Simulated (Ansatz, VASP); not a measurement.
**Na4Y3N in VASP and in Ansatz**

File INCAR:

```
SYSTEM = Na4Y3N
  PREC = Accurate
  ENCUT = 1130
  EDIFF = 1E-7
  ISMEAR = 0
  SIGMA = 0.1
  LREAL = .False.
  LASPH = .True.
  NELM = 120
  ALGO = Normal
  ISIF = 3
  LWAVE = .False.
  LCHARG = .False.
  GGA = PE
  IBRION = 2
  NSW = 90
  EDIFFG = -0.04
  GGA_COMPAT = .False.
  NELMIN = 4
```

The input KPOINTS:

```
regular mesh
0
Gamma
  4 4 4
  0 0 0
```

The input POSCAR:

```
Na4Y3N
1.0
    5.4376122600      0.0000000000      0.0000000000
    0.0000000000      5.4376122600      0.0000000000
    0.0000000000      0.0000000000      5.4376122600
Na Y N
4 3 1
Direct
    0.5000000000      0.5000000000      0.5000000000
    0.0000000000      0.5000000000      0.5000000000
    0.5000000000      0.0000000000      0.5000000000
    0.5000000000      0.5000000000      0.0000000000
    0.5000000000      0.0000000000      0.0000000000
    0.0000000000      0.5000000000      0.0000000000
    0.0000000000      0.0000000000      0.5000000000
    0.0000000000      0.0000000000      0.0000000000
```

Input for Ansatz:

```yaml
crystal:
  lattice:
    - [5.43761226, 0.0, 0.0]
    - [0.0, 5.43761226, 0.0]
    - [0.0, 0.0, 5.43761226]
  atoms:
    - { symbol: Na, position: [0.5, 0.5, 0.5] }
    - { symbol: Na, position: [0.0, 0.5, 0.5] }
    - { symbol: Na, position: [0.5, 0.0, 0.5] }
    - { symbol: Na, position: [0.5, 0.5, 0.0] }
    - { symbol: "Y", position: [0.5, 0.0, 0.0] }
    - { symbol: "Y", position: [0.0, 0.5, 0.0] }
    - { symbol: "Y", position: [0.0, 0.0, 0.5] }
    - { symbol: "N", position: [0.0, 0.0, 0.0] }
basis:
  ecutwfc: 420
kpoints:
  mp_grid: { grid: [4, 4, 4] }
hamiltonian:
  xc: pbe
scf:
  occupations: { method: gaussian, width: 0.1 }
  lower_state_search: "off"
output:
  forces: true
  stress: true
  eigenvalues: true
relax:
  adjacent_minimum: "off"
  f_tol: 0.04
  max_steps: 70
  cell: { stress_tol: 0.4 }
```

Alike in both runs: task relaxation of cell and atoms; functional PBE; k mesh 4 × 4 × 4; occupations gaussian, width 0.1 eV; no spin polarisation.

|  | VASP | Ansatz |
| --- | --- | --- |
| version | VASP 6.6.1 | Ansatz 0.2.0 |
| potentials or method | VASP PAW PBE potentials, release 64 (Na_sv, Y_sv, N), cutoff 1130 eV | scalar-relativistic, plane waves, PAW |
| valence electrons in the cell | 74 | 74 |

```csv
,VASP,Ansatz,Ansatz less VASP
"gap on the k mesh at the Fermi level, each at its own relaxed structure (eV)",none,none,-
relaxed volume (Å³/atom),25.25,25.09,-0.155
relaxed length of the cell vector where the two differ most in proportion (Å),5.867,5.855,-0.0121
```

A gap of «none» marks a metal or a gap that the smearing closes.

Noted on VASP's run: the volume moved by over 15 % at a fixed basis, so the end points are rough.
